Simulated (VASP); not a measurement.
Write the native input for VASP 6.6.1 that does the following.

```yaml
Task: single point
Functional: PBEsol
Potentials_or_basis: VASP PAW PBE potentials, release 64 (Rb_sv)
Cutoff: 520 eV
k_mesh: 8 × 8 × 8
Occupations: fermi-dirac, width 0.1 eV
Spin: no spin polarisation
Dipole_correction: no
Further_INCAR_settings: ALGO = Normal; EDIFF = 1e-06; NBANDS = 10
```

The structure of Rb lies in POSCAR:

```
Rb
1.0
    4.7230996102      0.0000000000      0.0000000000
    0.0000000000      4.7230996102      0.0000000000
    0.0000000000      0.0000000000      4.7230996102
Rb
1
Direct
    0.0000000000      0.0000000000      0.0000000000
```

This cell differs from its parent crystal: volume scaled by 1.12.

These files were run (other wordings do the same):

INCAR

```
PREC     = Accurate       # precision mode
ENCUT    = 520            # plane-wave cutoff, eV
EDIFF    = 1E-6           # SCF threshold, eV
ISMEAR   = -1             # smearing method
SIGMA    = 0.1            # smearing width, eV
LREAL    = False          # projectors in reciprocal space
LASPH    = True           # aspherical terms in the spheres
NELM     = 100            # most SCF steps
ALGO     = Normal         # electronic algorithm
ISIF     = 2              # what is computed and relaxed
LWAVE    = False          # write WAVECAR
LCHARG   = False          # write CHGCAR
GGA      = PS             # functional
NBANDS   = 10             # bands
```

KPOINTS

```
Automatic mesh
0
Gamma
  8 8 8
```

Potentials or basis: VASP PAW PBE potentials, release 64 (Rb_sv).

The run is started by

```bash
$ cat potpaw_PBE.64/Rb_sv/POTCAR > POTCAR
$ mpirun -np 1 vasp_std > vasp.out
```

Results of the run:

```yaml
Pressure: -0.2 GPa
```

Caveat: the PAW data sets were made with another functional, which shifts forces and pressure a little.

Wall time 37 s on 1 thread of Intel Xeon 8259CL, on a shared host, peak memory 0.2 GiB.
